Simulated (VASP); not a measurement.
Set up this calculation in VASP 6.6.1, as the native input.

| Property | Result |
| --- | --- |
| Task | single point |
| Functional | r2SCAN |
| Potentials or basis | VASP PAW PBE potentials, release 64 (Se, Ga_d) |
| Cutoff | 520 eV |
| k mesh | 8 × 8 × 8 |
| Occupations | gaussian, width 0.02 eV |
| Spin | no spin polarisation |
| Dipole correction | no |
| Further INCAR settings | ALGO = Normal; EDIFF = 1e-06; NBANDS = 30 |

Crystal: Ga3Se.

```
CELL_PARAMETERS angstrom
4.47635 0.00000 0.00000
0.00000 4.47635 0.00000
0.00000 0.00000 4.47635
ATOMIC_POSITIONS crystal
Se 0.00000 0.00000 0.00000
Ga 0.50000 0.50000 0.00000
Ga 0.50000 0.00000 0.50000
Ga 0.00000 0.50000 0.50000
```

One way to write it, as run:

POSCAR

```
Ga3Se
1.0
    4.4763536464      0.0000000000      0.0000000000
    0.0000000000      4.4763536464      0.0000000000
    0.0000000000      0.0000000000      4.4763536464
Se Ga
1 3
Direct
    0.0000000000      0.0000000000      0.0000000000
    0.5000000000      0.5000000000      0.0000000000
    0.5000000000      0.0000000000      0.5000000000
    0.0000000000      0.5000000000      0.5000000000
```

INCAR.step1

```
PREC     = Accurate       # precision mode
ENCUT    = 520            # plane-wave cutoff, eV
ISMEAR   = 0              # smearing method
SIGMA    = 0.02           # smearing width, eV
LREAL    = False          # projectors in reciprocal space
LASPH    = True           # aspherical terms in the spheres
NELM     = 100            # most SCF steps
NBANDS   = 30             # bands
GGA      = PE             # functional
ALGO     = Normal         # electronic algorithm
EDIFF    = 1E-4           # SCF threshold, eV
LWAVE    = True           # write WAVECAR
LCHARG   = False          # write CHGCAR
```

INCAR.step2

```
PREC     = Accurate       # precision mode
ENCUT    = 520            # plane-wave cutoff, eV
EDIFF    = 1E-6           # SCF threshold, eV
ISMEAR   = 0              # smearing method
SIGMA    = 0.02           # smearing width, eV
LREAL    = False          # projectors in reciprocal space
LASPH    = True           # aspherical terms in the spheres
NELM     = 100            # most SCF steps
ALGO     = Normal         # electronic algorithm
ISIF     = 2              # what is computed and relaxed
LWAVE    = False          # write WAVECAR
LCHARG   = False          # write CHGCAR
METAGGA  = R2SCAN         # meta-GGA
LMIXTAU  = True         
NBANDS   = 30             # bands
ISTART   = 1
```

KPOINTS

```
Automatic mesh
0
Gamma
  8 8 8
```

Potentials or basis: VASP PAW PBE potentials, release 64 (Se, Ga_d).

Command:

```sh
$ cat potpaw_PBE.64/Se/POTCAR potpaw_PBE.64/Ga_d/POTCAR > POTCAR
$ cp INCAR.step1 INCAR
$ mpirun -np 1 vasp_std > vasp.out
$ cp INCAR.step2 INCAR
$ mpirun -np 1 vasp_std > vasp.out
```

Results of the run:

```yaml
Pressure: -2.6 GPa
```

Caveat: the PAW data sets were made with another functional, which shifts forces and pressure a little.

It took 3.6 min on 1 thread of Intel Xeon 6975P-C (shared host), peak memory 0.26 GiB.
